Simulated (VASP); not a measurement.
A run of VASP 6.6.1 is set up as follows.

File INCAR:

```
PREC = Accurate ; ENCUT = 520
EDIFF = 1E-7 ; ISMEAR = 0
SIGMA = 0.1 ; LREAL = Auto
LASPH = True ; NELM = 100
ALGO = Normal ; ISIF = 2
LWAVE = False ; LCHARG = False
LDIPOL = True ; IDIPOL = 3
DIPOL = 0.5 0.5 0.472 ; GGA = PE
IVDW = 12 ; NBANDS = 90
```

Contents of KPOINTS:

```
Automatic mesh
0
Gamma
  6 6 1
```

File POSCAR:

```
Ir
1.0
    5.4313532987      0.0000000000      0.0000000000
   -2.7156766493      4.7036899336      0.0000000000
    0.0000000000      0.0000000000     25.6520220973
Ir
17
Direct
    0.3333333333      0.1666666667      0.3313578932
    0.3333333333      0.6666666667      0.3313578932
    0.8333333333      0.1666666667      0.3313578932
    0.8333333333      0.6666666667      0.3313578932
    0.6666666667      0.3333333333      0.4177971100
    0.6666666667      0.8333333333      0.4177971100
    0.1666666667      0.3333333333      0.4177971100
    0.1666666667      0.8333333333      0.4177971100
    0.0000000000      0.5000000000      0.5031067181
    0.0007127868      0.0003563934      0.5032754218
    0.4996436066      0.4992872132      0.5032754218
    0.4996436066      0.0003563934      0.5032754218
    0.3513892517      0.6756946259      0.5904789823
    0.3333333333      0.1666666667      0.5884225908
    0.8243053741      0.6756946259      0.5904789823
    0.8243053741      0.1486107483      0.5904789823
    0.0000000000      0.5000000000      0.6617220341
```

Potentials or basis: VASP PAW PBE potentials, release 64 (Ir).

Run with:

```sh
$ cat potpaw_PBE.64/Ir/POTCAR > POTCAR
$ mpirun -np 1 vasp_std > vasp.out
```

Task: What does it give for the largest force?

Result: 0.410 eV/Å.

Task: Predict the dispersion energy per atom.

Result: -0.546 eV.

Forces on the atoms (eV/Å):
```
Ir   0.000  0.000  0.307
Ir   0.049  0.028  0.289
Ir   0.000 -0.056  0.289
Ir  -0.049  0.028  0.289
Ir   0.032  0.018 -0.408
Ir   0.000  0.000 -0.091
Ir  -0.032  0.018 -0.408
Ir   0.000 -0.037 -0.408
Ir   0.000  0.000  0.027
Ir   0.006  0.004 -0.014
Ir   0.000 -0.007 -0.014
Ir  -0.006  0.004 -0.014
Ir  -0.015 -0.009  0.025
Ir   0.000  0.000  0.049
Ir   0.015 -0.009  0.025
Ir   0.000  0.018  0.025
Ir   0.000  0.000  0.033
```
